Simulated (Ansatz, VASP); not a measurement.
# Two plane-wave programs on CaB6

```
Ca B
1.0
     4.08891    0.00000    0.00000
     0.00000    4.08891    0.00000
     0.00000    0.00000    4.08891
Ca B
1 6
Direct
  0.50000 0.50000 0.50000
  0.00000 0.00000 0.29827
  0.00000 0.00000 0.70173
  0.29827 0.00000 0.00000
  0.70173 0.00000 0.00000
  0.00000 0.29827 0.00000
  0.00000 0.70173 0.00000
```

Alike in both runs: functional LDA; k mesh 8 × 8 × 8; occupations gaussian, width 0.01 eV; no spin polarisation.

Ansatz relaxed the structure, and its values are those at the end. VASP's run is a single point on that final structure, the one shown.

|  | VASP | Ansatz |
| --- | --- | --- |
| version | VASP 6.6.1 | Ansatz 0.2.0 |
| potentials or method | VASP PAW LDA potentials, release 64 (Ca_sv, B), cutoff 520 eV | scalar-relativistic, plane waves, PAW |
| valence electrons in the cell | 28 | 28 |

Ansatz gave:

* gap on the k mesh at the Fermi level (eV): 0.03
* least direct gap on the mesh (eV): 0.03
* pressure (GPa): 0.0
* rms of the force components (eV/Å): 0.000

Task: Estimate VASP's values.

Result: gap on the k mesh at the Fermi level (eV): 0.03; least direct gap on the mesh (eV): 0.03; pressure (GPa): 0.3; rms of the force components (eV/Å): 0.012.

LDA's correlation is that of Perdew and Zunger in VASP and of Perdew and Wang (1992) in Ansatz.
